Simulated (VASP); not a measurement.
# SiO2 (I4/mmm) in VASP: a series of runs

SiO2 is run at these levels: PBE; tasks: single point.

All numbers are computed with VASP 6.6.1; they aren't measurements. Logs are shortened: lines on timing, memory, paths and dates and some standing lists are left out, and cuts for length are marked.

### Step 1. The cell of the first run

The structure is tetragonal, space group I4/mmm (No. 139). The conventional cell has a = 8.761 Å, b = 8.761 Å, c = 5.117 Å, α = 90.00°, β = 90.00°, γ = 90.00°. Si (site symmetry m2m) has 4 O at 1.57 Å within 2.1 Å. Within 2.1 Å of O (site symmetry m2m) lie 2 Si at 1.57 Å. Within 2.1 Å of O (site symmetry 2/m) lie 2 Si at 1.57 Å.

### Step 2. Single point, PBE

Contents of INCAR:

```
SYSTEM = SiO2
PREC = Accurate ; ENCUT = 520
EDIFF = 1E-7 ; ISMEAR = -1
SIGMA = 0.05 ; LREAL = .FALSE.
LASPH = .TRUE. ; NELM = 100
ALGO = Normal ; ISIF = 2
LWAVE = .FALSE. ; LCHARG = .FALSE.
GGA = PE ; NBANDS = 44
```

Contents of KPOINTS:

```
Automatic mesh
0
G
  6 6 6
  0 0 0
```

Contents of POSCAR:

```
SiO2
1.0
   -4.3807487710      4.3807487710      2.5584539540
    4.3807487710     -4.3807487710      2.5584539540
    4.3807487710      4.3807487710     -2.5584539540
Si O
4 8
Direct
    0.8231114200      0.8231114200      0.6462228400
    0.1768885800      0.8231114200      0.0000000000
    0.8231114200      0.1768885800      0.0000000000
    0.1768885800      0.1768885800      0.3537771600
    0.0000000000      0.7914513400      0.7914513400
    0.2085486600      0.0000000000      0.2085486600
    0.7914513400      0.0000000000      0.7914513400
    0.0000000000      0.2085486600      0.2085486600
    0.0000000000      0.0000000000      0.5000000000
    0.5000000000      0.0000000000      0.0000000000
    0.0000000000      0.5000000000      0.0000000000
    0.5000000000      0.5000000000      0.5000000000
```

Potentials or basis: VASP PAW PBE potentials, release 64 (Si, O).

Command:

```console
cat potpaw_PBE.64/Si/POTCAR potpaw_PBE.64/O/POTCAR > POTCAR
mpirun -np 1 vasp_std > vasp.out
```

OUTCAR:

```text
SYSTEM = SiO2
   PREC = Accurate
   ENCUT = 520
   EDIFF = 1E-7
   ISMEAR = -1
   LREAL = .FALSE.
   LASPH = .TRUE.
   NELM = 100
   ISIF = 2
   GGA = PE

 ion  position               nearest neighbor table
   1  0.823  0.823  0.646-   9 1.57  12 1.57   5 1.57   7 1.57   2 3.10   3 3.10   4 3.14   4 3.14

   2  0.177  0.823  0.000-  10 1.57  11 1.57   5 1.57   6 1.57   1 3.10   4 3.10   3 3.14   3 3.14

   3  0.823  0.177  0.000-  11 1.57  10 1.57   7 1.57   8 1.57   1 3.10   4 3.10   2 3.14   2 3.14

   4  0.177  0.177  0.354-  12 1.57   9 1.57   6 1.57   8 1.57   2 3.10   3 3.10   1 3.14   1 3.14

   5  0.000  0.791  0.791-   1 1.57   2 1.57
   6  0.209  0.000  0.209-   2 1.57   4 1.57
   7  0.791  0.000  0.791-   1 1.57   3 1.57
   8  0.000  0.209  0.209-   3 1.57   4 1.57
   9  0.000  0.000  0.500-   1 1.57   4 1.57
  10  0.500  0.000  0.000-   2 1.57   3 1.57
  11  0.000  0.500  0.000-   3 1.57   2 1.57
  12  0.500  0.500  0.500-   4 1.57   1 1.57

  LATTYP: Found a body centered tetragonal cell.
 ALAT       =     8.7614975420
 C/A-ratio  =     0.5840220674

  Lattice vectors:

 A1 = (  -4.3807487710,   4.3807487710,   2.5584539540)
 A2 = (   4.3807487710,  -4.3807487710,   2.5584539540)
 A3 = (   4.3807487710,   4.3807487710,  -2.5584539540)

Analysis of symmetry for initial positions (statically):
=====================================================================
 Subroutine PRICEL returns:
 Original cell was already a primitive cell.

 Routine SETGRP: Setting up the symmetry group for a
 body centered tetragonal supercell.

 Subroutine GETGRP returns: Found 16 space group operations
 (whereof 16 operations were pure point group operations)
 out of a pool of 16 trial point group operations.

The static configuration has the point symmetry D_4h.

Analysis of symmetry for dynamics (positions and initial velocities):
=====================================================================
 Subroutine PRICEL returns:
 Original cell was already a primitive cell.

 Routine SETGRP: Setting up the symmetry group for a
 body centered tetragonal supercell.

 Subroutine GETGRP returns: Found 16 space group operations
 (whereof 16 operations were pure point group operations)
 out of a pool of 16 trial point group operations.

The dynamic configuration has the point symmetry D_4h.

 Subroutine INISYM returns: Found 16 space group operations
 (whereof 16 operations are pure point group operations),
 and found     1 'primitive' translations

----------------------------------------------------------------------------------------

                                     Primitive cell

  volume of cell :     196.3967

  direct lattice vectors                    reciprocal lattice vectors
    -4.380748771  4.380748771  2.558453954     0.000000000  0.114135739  0.195430525
     4.380748771 -4.380748771  2.558453954     0.114135739  0.000000000  0.195430525
     4.380748771  4.380748771 -2.558453954     0.114135739  0.114135739  0.000000000

  length of vectors
     6.702805847  6.702805847  6.702805847     0.226318486  0.226318486  0.161412311

  position of ions in fractional coordinates (direct lattice)
     0.823111420  0.823111420  0.646222840
     0.176888580  0.823111420  0.000000000
     0.823111420  0.176888580  0.000000000
     0.176888580  0.176888580  0.353777160
     0.000000000  0.791451340  0.791451340
     0.208548660  0.000000000  0.208548660
     0.791451340  0.000000000  0.791451340
     0.000000000  0.208548660  0.208548660
     0.000000000  0.000000000  0.500000000
     0.500000000  0.000000000  0.000000000
     0.000000000  0.500000000  0.000000000
     0.500000000  0.500000000  0.500000000

  ion indices of the primitive-cell ions
   primitive index   ion index
                 1           1
                 2           2
                 3           3
                 4           4
                 5           5
                 6           6
                 7           7
                 8           8
                 9           9
                10          10
                11          11
                12          12

----------------------------------------------------------------------------------------

 KPOINTS: Automatic mesh

Automatic generation of k-mesh.
 Grid dimensions read from file:
 generate k-points for:    6    6    6

 Generating k-lattice:

  Cartesian coordinates                     Fractional coordinates (reciprocal lattice)
     0.000000000  0.019022623  0.032571754     0.166666667 -0.000000000  0.000000000
     0.019022623  0.000000000  0.032571754    -0.000000000  0.166666667  0.000000000
     0.019022623  0.019022623  0.000000000     0.000000000  0.000000000  0.166666667

  Length of vectors
     0.037719748  0.037719748  0.026902052

  Shift w.r.t. Gamma in fractional coordinates (k-lattice)
     0.000000000  0.000000000  0.000000000

 Subroutine IBZKPT returns following result:
 ===========================================

 Found     30 irreducible k-points:

 Following reciprocal coordinates:
            Coordinates               Weight
  0.000000  0.000000  0.000000      1.000000
  0.166667 -0.000000  0.000000      8.000000
  0.333333 -0.000000  0.000000      8.000000
  0.500000 -0.000000  0.000000      4.000000
  0.166667  0.166667  0.000000      8.000000
  0.333333  0.166667  0.000000     16.000000
[... 16 lines left out ...]
 -0.333333 -0.333333  0.166667      8.000000
 -0.166667 -0.333333  0.166667      8.000000
 [... further k-points ...]
   k-points           NKPTS =     30   k-points in BZ     NKDIM =     30   number of bands    NBANDS=     44
   number of dos      NEDOS =    301   number of ions     NIONS =     12
   total plane-waves  NPLWV = 125000
   dimension x,y,z NGX =    50 NGY =   50 NGZ =   50
   dimension x,y,z NGXF=   100 NGYF=  100 NGZF=  100
   ions per type =               4   8
   NGX,Y,Z   is equivalent  to a cutoff of  12.40, 12.40, 12.40 a.u.
   NGXF,Y,Z  is equivalent  to a cutoff of  24.80, 24.80, 24.80 a.u.
 SYSTEM =  SiO2
   PREC   = accura    normal or accurate (medium, high low for compatibility)
   ISTART =      0    job   : 0-new  1-cont  2-samecut
   ICHARG =      2    charge: 1-file 2-atom 10-const
   ISPIN  =      1    spin polarized calculation?
   LNONCOLLINEAR =      F non collinear calculations
   LSORBIT =      F    spin-orbit coupling
   LASPH  =      T    aspherical Exc in radial PAW
   ENCUT  =  520.0 eV  38.22 Ry    6.18 a.u.  12.46 12.46 12.46*2*pi/ulx,y,z
   NELM   =    100;   NELMIN=  2; NELMDL= -5     # of ELM steps
   EDIFF  = 0.1E-06   stopping-criterion for ELM
   LREAL  =      F    real-space projection
   EDIFFG = 0.1E-05   stopping-criterion for IOM
   NSW    =      0    number of steps for IOM
   IBRION =     -1    ionic relax: 0-MD 1-quasi-New 2-CG
   NFREE  =      0    steps in history (QN), initial steepest desc. (CG)
   ISIF   =      2    stress and relaxation
   ISYM   =      2    0-nonsym 1-usesym 2-fastsym
   POTIM  = 0.5000    time-step for ionic-motion
   TEBEG  =    0.0;   TEEND  =   0.0 temperature during run
   PSTRESS=    0.0 pullay stress
   NELECT =      64.0000    total number of electrons
   NUPDOWN=      -1.0000    fix difference up-down
   EMIN   =  10.00;   EMAX   =-10.00  energy-range for DOS
   EFERMI =   0.00;   METHOD = LEGACY
   ISMEAR =    -1;   SIGMA  =   0.05  broadening in eV -4-tet -1-fermi 0-gaus
   EFERMI_NEDOS =   21; number of points for ismear=-14 and -15
   IALGO  =     38    algorithm
   IMIX   =      4    mixing-type and parameters
     AMIX     =   0.40;   BMIX     =  1.00
     AMIX_MAG =   1.60;   BMIX_MAG =  1.00
  volume/ion in A,a.u.               =      16.37       110.45
  Fermi-wavevector in a.u.,A,eV,Ry     =   1.126566  2.128901 17.267854  1.269151
  Thomas-Fermi vector in A             =   2.263249
   LORBIT       =      0    0 simple, 1 ext, 2 COOP (PROOUT), +10 PAW based schemes
   GGA     = PE    functional components
   LHFCALC =     F    Hartree Fock is set to
   AEXX    =    0.0000 exact exchange contribution
   IVDW    =     0    specifies the selected vdW correction
   LEPSILON=     F    determine dielectric tensor
   LRPA    =     F    only Hartree local field effects (RPA)
 non-spin polarized calculation
  energy-cutoff  :      520.00
  volume of cell :      196.40
 maximum number of plane-waves:      5326
 NGX is ok and might be reduce to    50
   NGX = 25   NGY = 25   NGZ = 25

 number of electron      63.9999990 magnetization

 Free energy of the ion-electron system (eV)
  ---------------------------------------------------
  ext. energy  EPLUGINS =         0.00000000
  ---------------------------------------------------
  free energy    TOTEN  =       -94.09102626 eV

  energy without entropy =      -94.09102626  energy(sigma->0) =      -94.09102626

 E-fermi :   0.4296     XC(G=0):  -7.5499

 val. band max:       -0.6753276510   @ k =   0.5000   0.5000   0.5000
 cond. band min:       4.9155297943   @ k =   0.0000   0.0000   0.0000
 fundamental gap:      5.5908574454
 Fermi energy:         0.4296234367

 k-point     1 :       0.0000    0.0000    0.0000
  band No.  band energies     occupation
      1     -20.4943      2.00000
      2     -19.5574      2.00000
      3     -18.9870      2.00000
      4     -18.9870      2.00000
      5     -18.3344      2.00000
      6     -18.2838      2.00000
[... 36 lines left out ...]
     43      10.7940      0.00000
     44      11.1779      0.00000

 k-point     2 :       0.1667   -0.0000    0.0000
  band No.  band energies     occupation
      1     -20.4220      2.00000
      2     -19.5560      2.00000
      3     -19.0943      2.00000
      4     -18.9842      2.00000
      5     -18.3322      2.00000
      6     -18.2916      2.00000
[... 1026 lines left out ...]
 k-point    24 :      -0.1667   -0.3333    0.1667
  band No.  band energies     occupation
      1     -20.0716      2.00000
      2     -19.5481      2.00000
      3     -19.5466      2.00000
      4     -18.9896      2.00000
      5     -18.3355      2.00000
      6     -18.2995      2.00000
[... 36 lines left out ...]
     43      10.7759      0.00000
     44      10.9512      0.00000

 [... further k-points ...]

------------------------ aborting loop because EDIFF is reached ----------------------------------------

  FORCE on cell =-STRESS in cart. coord.  units (eV):
  Direction    XX          YY          ZZ          XY          YZ          ZX
  --------------------------------------------------------------------------------------
  -------------------------------------------------------------------------------------
  Total       17.5534654     17.5534654     18.1160058      0.0000000      0.0000000     -0.0000000
  in kB      143.1987272    143.1987272    147.7878533      0.0000000      0.0000000     -0.0000000
  external PRESSURE =     144.7284359 kB  Pullay stress =       0.0000000 kB

 VOLUME and BASIS-vectors are now :
 -----------------------------------------------------------------------------
  energy-cutoff  :      520.00
  volume of cell :      196.40
      direct lattice vectors                 reciprocal lattice vectors
    -4.380748771  4.380748771  2.558453954     0.000000000  0.114135739  0.195430525
     4.380748771 -4.380748771  2.558453954     0.114135739  0.000000000  0.195430525
     4.380748771  4.380748771 -2.558453954     0.114135739  0.114135739  0.000000000

 POSITION                                       TOTAL-FORCE (eV/Angst)
 -----------------------------------------------------------------------------------
      2.83094      2.83094      2.55845        -0.010816     -0.010816     -0.000000
      2.83094     -2.83094      2.55845        -0.010816      0.010816      0.000000
     -2.83094      2.83094      2.55845         0.010816     -0.010816      0.000000
      1.54981      1.54981      0.00000         0.010816      0.010816      0.000000
      6.93430      0.00000      0.00000        -0.620989      0.000000     -0.000000
      0.00000      1.82720      0.00000        -0.000000      0.620989      0.000000
      0.00000      6.93430      0.00000        -0.000000     -0.620989     -0.000000
      1.82720      0.00000      0.00000         0.620989     -0.000000      0.000000
      2.19037      2.19037     -1.27923        -0.000000      0.000000      0.000000
     -2.19037      2.19037      1.27923        -0.000000      0.000000      0.000000
      2.19037     -2.19037      1.27923        -0.000000      0.000000      0.000000
      2.19037      2.19037      1.27923        -0.000000      0.000000      0.000000
 -----------------------------------------------------------------------------------
    total drift:                               -0.000000     -0.000000      0.000000

  FREE ENERGIE OF THE ION-ELECTRON SYSTEM (eV)
  ---------------------------------------------------
  free  energy   TOTEN  =       -94.0910262605 eV

  energy  without entropy=      -94.0910262604  energy(sigma->0) =      -94.09102626
```

Run time: 9.8 min. Hardware: 1 thread of Intel Xeon 8259CL, shared host; peak memory 0.44 GiB.

What came out:

| Quantity | Value |
| --- | --- |
| Free energy | -94.0910 eV |
| Pressure | 14.5 GPa |
| Largest force | 0.621 eV/Å |
| Band gap on the k mesh | 5.59 eV (least direct gap 5.60 eV) |

Forces on the atoms (eV/Å):
```
Si  -0.011 -0.011  0.000
Si  -0.011  0.011  0.000
Si   0.011 -0.011  0.000
Si   0.011  0.011  0.000
O   -0.621  0.000  0.000
O    0.000  0.621  0.000
O    0.000 -0.621  0.000
O    0.621  0.000  0.000
O    0.000  0.000  0.000
O    0.000  0.000  0.000
O    0.000  0.000  0.000
O    0.000  0.000  0.000
```

Caveat: the cell stands under pressure. A k mesh can miss the band edges.

### Step 3. Single point, PBE

This run uses another cell than the first one, of 16.71 Å³/atom.

Contents of INCAR:

```
PREC     = Accurate       # precision mode
ENCUT    = 520            # plane-wave cutoff, eV
EDIFF    = 1E-6           # SCF threshold, eV
ISMEAR   = -1             # smearing method
SIGMA    = 0.05           # smearing width, eV
LREAL    = F              # projectors in reciprocal space
LASPH    = T              # aspherical terms in the spheres
NELM     = 100            # most SCF steps
ALGO     = Normal         # electronic algorithm
ISIF     = 2              # what is computed and relaxed
LWAVE    = F              # write WAVECAR
LCHARG   = F              # write CHGCAR
GGA      = PE             # functional
NBANDS   = 44             # bands
```

Contents of KPOINTS:

```
regular mesh
0
Gamma
  6 6 6
```

POSCAR: that of step 2 with these lines changed.

```diff
@@ -2,5 +2,5 @@
 1.0
-   -4.3807487710      4.3807487710      2.5584539540
-    4.3807487710     -4.3807487710      2.5584539540
-    4.3807487710      4.3807487710     -2.5584539540
+   -4.4116001309      4.4116001309      2.5764718290
+    4.4116001309     -4.4116001309      2.5764718290
+    4.4116001309      4.4116001309     -2.5764718290
 Si O
```

Potentials or basis: VASP PAW PBE potentials, release 64 (Si, O).

Command:

```console
cat potpaw_PBE.64/Si/POTCAR potpaw_PBE.64/O/POTCAR > POTCAR
mpirun -np 1 vasp_std > vasp.out
```

Run time: 8 min. Hardware: 1 thread of Intel Xeon 8259CL, shared host; peak memory 0.44 GiB.

It converged, with:

| Property | Result |
| --- | --- |
| Free energy | -94.4210 eV |
| Pressure | 10.5 GPa |
| Largest force | 0.470 eV/Å |
| Band gap on the k mesh | 5.56 eV (least direct gap 5.56 eV) |

Forces in eV/Å, atoms in the order of the input:
```
Si  -0.003 -0.003  0.000
Si  -0.003  0.003  0.000
Si   0.003 -0.003  0.000
Si   0.003  0.003  0.000
O   -0.470  0.000  0.000
O    0.000  0.470  0.000
O    0.000 -0.470  0.000
O    0.470  0.000  0.000
O    0.000  0.000  0.000
O    0.000  0.000  0.000
O    0.000  0.000  0.000
O    0.000  0.000  0.000
```

Stress tensor (GPa, compression positive):
```
10.41  0.00  0.00
 0.00 10.41  0.00
 0.00  0.00 10.77
```

Levels at points of the mesh, in eV from the valence-band top:
```
           k point  band 30  band 31  band 32  band 33  band 34  band 35
(0.00, 0.00, 0.00)    -0.70    -0.01    -0.01     5.56     8.43     8.92
(0.50, 0.00, 0.00)    -0.82    -0.62    -0.26     7.81     7.90     8.74
(0.50, 0.50, 0.00)    -0.40    -0.39    -0.25     6.72     7.06     8.99
(0.50, 0.50, 0.50)    -0.18     0.00     0.00     7.68     7.97     7.97
```

Caveat: the cell stands under pressure. A k mesh can miss the band edges.

### Step 4. Single point, PBE

This run uses another cell than the first one, of 17.06 Å³/atom.

Contents of INCAR:

```
PREC = Accurate
ENCUT = 520
EDIFF = 1E-6
ISMEAR = -1
SIGMA = 0.05
LREAL = F
LASPH = T
NELM = 100
ALGO = Normal
ISIF = 2
LWAVE = F
LCHARG = F
GGA = PE
NBANDS = 44
```

Contents of KPOINTS:

```
Automatic mesh
0
Gamma
  6 6 6
```

POSCAR: that of step 3 with these lines changed.

```diff
@@ -2,5 +2,5 @@
 1.0
-   -4.4116001309      4.4116001309      2.5764718290
-    4.4116001309     -4.4116001309      2.5764718290
-    4.4116001309      4.4116001309     -2.5764718290
+   -4.4420259209      4.4420259209      2.5942411618
+    4.4420259209     -4.4420259209      2.5942411618
+    4.4420259209      4.4420259209     -2.5942411618
 Si O
```

Command:

```console
cat potpaw_PBE.64/Si/POTCAR potpaw_PBE.64/O/POTCAR > POTCAR
mpirun -np 1 vasp_std > vasp.out
```

Wall time 11 min (1 thread of Intel Xeon 8259CL, shared host); peak memory 0.48 GiB.

The run converged. Its results:

```
Free energy            : -94.6527 eV
Pressure               : 7.0 GPa
Largest force          : 0.332 eV/Å
Band gap on the k mesh : 5.51 eV (least direct gap 5.52 eV)
```

Forces in eV/Å, atoms in the order of the input:
```
Si   0.004  0.004  0.000
Si   0.004 -0.004  0.000
Si  -0.004  0.004  0.000
Si  -0.004 -0.004  0.000
O   -0.332  0.000  0.000
O    0.000  0.332  0.000
O    0.000 -0.332  0.000
O    0.332  0.000  0.000
O    0.000  0.000  0.000
O    0.000  0.000  0.000
O    0.000  0.000  0.000
O    0.000  0.000  0.000
```

Stress tensor (GPa, compression positive):
```
6.86 0.00 0.00
0.00 6.86 0.00
0.00 0.00 7.14
```

Levels at points of the mesh, in eV from the valence-band top:
| k point | band 29 | band 30 | band 31 | band 32 | band 33 | band 34 | band 35 | band 36 |
| --- | --- | --- | --- | --- | --- | --- | --- | --- |
| (0.00, 0.00, 0.00) | -0.84 | -0.68 | -0.01 | -0.01 | 5.51 | 8.40 | 8.76 | 9.19 |
| (0.50, 0.00, 0.00) | -1.13 | -0.79 | -0.60 | -0.25 | 7.78 | 7.80 | 8.70 | 9.16 |
| (0.50, 0.50, 0.00) | -0.47 | -0.38 | -0.38 | -0.25 | 6.67 | 7.02 | 8.84 | 9.05 |
| (0.50, 0.50, 0.50) | -1.04 | -0.17 | 0.00 | 0.00 | 7.65 | 7.83 | 7.83 | 8.05 |

Caveat: the cell stands under pressure.

### Step 5. Summary

```tsv
cell	gap on the mesh (eV)	pressure (GPa)	largest force (eV/Å)
a = 6.703 Å, angles 98.4, 98.4, 135.1°, 12 atoms	5.59	14.5	0.62
a = 6.750 Å, angles 98.4, 98.4, 135.1°, 12 atoms	5.56	10.5	0.47
a = 6.797 Å, angles 98.4, 98.4, 135.1°, 12 atoms	5.51	7.0	0.33
```

Alike in all rows: task single point; level PBE; potentials or basis VASP PAW PBE potentials, release 64 (Si, O); no spin polarisation; k mesh 6 × 6 × 6; cutoff (eV) 520; smearing fermi-dirac 0.05 eV.

Caveats: the cell stands under pressure.

Total energies depend on the potentials used, so only differences within one code and one set of settings carry meaning.
